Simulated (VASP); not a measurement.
Write the native input for VASP 6.6.1 that does the following.

* Task: single point
* Functional: PBEsol
* Potentials or basis: VASP PAW PBE potentials, release 64 (Mo_sv, S)
* Cutoff: 520 eV
* k mesh: 12 × 12 × 2
* Occupations: methfessel-paxton, width 0.137 eV
* Spin: no spin polarisation
* Dipole correction: no
* Further INCAR settings: ALGO = Normal; EDIFF = 1e-06; NBANDS = 35

The structure of MoS2 lies in POSCAR:

```
MoS2
1.0
    3.0788000000      0.0000000000      0.0000000000
   -1.5394000000      2.6663190132      0.0000000000
    0.0000000000      0.0000000000     12.3189000000
Mo S
2 4
Direct
    0.3333333333      0.6666666667      0.2500000000
    0.6666666667      0.3333333333      0.7500000000
    0.3333333333      0.6666666667      0.6259932117
    0.6666666667      0.3333333333      0.1259932117
    0.3333333333      0.6666666667      0.8740067883
    0.6666666667      0.3333333333      0.3740067883
```

One way to write it, as run:

INCAR

```
SYSTEM = MoS2
  ALGO = Normal
  EDIFF = 1E-6
  ENCUT = 520
  GGA = PS
  ISIF = 2
  ISMEAR = 1
  LASPH = .TRUE.
  LCHARG = .FALSE.
  LREAL = .FALSE.
  LWAVE = .FALSE.
  NBANDS = 35
  NELM = 100
  PREC = Accurate
  SIGMA = 0.137
```

KPOINTS

```
k-points
0
G
  12 12 2
  0 0 0
```

Potentials or basis: VASP PAW PBE potentials, release 64 (Mo_sv, S).

Run with:

```console
$ cat potpaw_PBE.64/Mo_sv/POTCAR potpaw_PBE.64/S/POTCAR > POTCAR
$ mpirun -np 1 vasp_std > vasp.out
```

It gave:

* Pressure: 10.6 GPa
* Largest force: 1.116 eV/Å
* Band gap on the k mesh: 0.95 eV (least direct gap 1.89 eV)

Caveat: the cell stands under pressure; the PAW data sets were made with another functional, which shifts forces and pressure a little; this functional lacks dispersion, which binds layers or chains, so the pressure and a relaxed spacing across them are unreliable.

Wall time 2.9 min on 1 thread of AMD EPYC 7R13 (shared host), peak memory 0.25 GiB.
